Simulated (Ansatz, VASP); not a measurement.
# Ga2SnSe3: VASP beside Ansatz

Contents of INCAR:

```
SYSTEM = Ga2SnSe3
PREC = Accurate
ENCUT = 600
EDIFF = 1E-7
ISMEAR = 0
SIGMA = 0.1
LREAL = .FALSE.
LASPH = .TRUE.
NELM = 80
ALGO = Normal
ISIF = 3
LWAVE = .FALSE.
LCHARG = .FALSE.
GGA = PE
IBRION = 2
NSW = 90
EDIFFG = -0.04
```

Contents of KPOINTS:

```
Automatic mesh
0
G
  4 4 2
  0 0 0
```

POSCAR

```
Ga2SnSe3
1.0
    3.9406355500      0.0000000000      0.0000000000
    0.0000000000      3.9406355500      0.0000000000
    0.0000000000      0.0000000000      9.6060590300
Ga Sn Se
2 1 3
Direct
    0.0000000000      0.0000000000      0.0094770000
    0.5000000000      0.5000000000      0.4938240100
    0.5000000000      0.5000000000      0.1658110000
    0.0000000000      0.0000000000      0.6709480300
    0.0000000000      0.0000000000      0.3257620000
    0.5000000000      0.5000000000      0.8341779700
```

Input for Ansatz:

```yaml
crystal:
  lattice:
    - [3.94063555, 0.0, 0.0]
    - [0.0, 3.94063555, 0.0]
    - [0.0, 0.0, 9.60605903]
  atoms:
    - { symbol: Ga, position: [0.0, 0.0, 0.009477] }
    - { symbol: Ga, position: [0.5, 0.5, 0.49382401] }
    - { symbol: Sn, position: [0.5, 0.5, 0.165811] }
    - { symbol: Se, position: [0.0, 0.0, 0.67094803] }
    - { symbol: Se, position: [0.0, 0.0, 0.325762] }
    - { symbol: Se, position: [0.5, 0.5, 0.83417797] }
basis:
  ecutwfc: 420
kpoints:
  mp_grid: { grid: [4, 4, 2] }
hamiltonian:
  xc: pbe
scf:
  occupations: { method: gaussian, width: 0.1 }
  lower_state_search: "off"
output:
  forces: true
  stress: true
  eigenvalues: true
relax:
  adjacent_minimum: "off"
  f_tol: 0.04
  max_steps: 70
  cell: { stress_tol: 0.4 }
```

Change from the starting cell: species swapped into the Dy2CuAg3 type (P4mm, No. 99).

Alike in both runs: task relaxation of cell and atoms; functional PBE; k mesh 4 × 4 × 2; occupations gaussian, width 0.1 eV; no spin polarisation.

```csv
,VASP,Ansatz
version,VASP 6.6.1,Ansatz 0.2.0
potentials or method,"VASP PAW PBE potentials, release 64 (Ga_d, Sn_d, Se), cutoff 600 eV","scalar-relativistic, plane waves, PAW"
valence electrons in the cell,58,88
```

```csv
,VASP,Ansatz,Ansatz less VASP
"gap on the k mesh at the Fermi level, each at its own relaxed structure (eV)",none,none,-
relaxed volume (Å³/atom),27.22,23.38,-3.841
relaxed cell length with the largest relative difference (Å),10.303,8.626,-1.6770
```

A gap of «none» marks a metal or a gap that the smearing closes. One of these differences is far larger than is usual between the two programs; its cause wasn't traced. VASP's potentials hold 58 valence electrons a cell and Ansatz's 88, so a difference there can come from the potentials and not from the codes.

The k mesh is coarse, so the values compare programs but aren't converged.
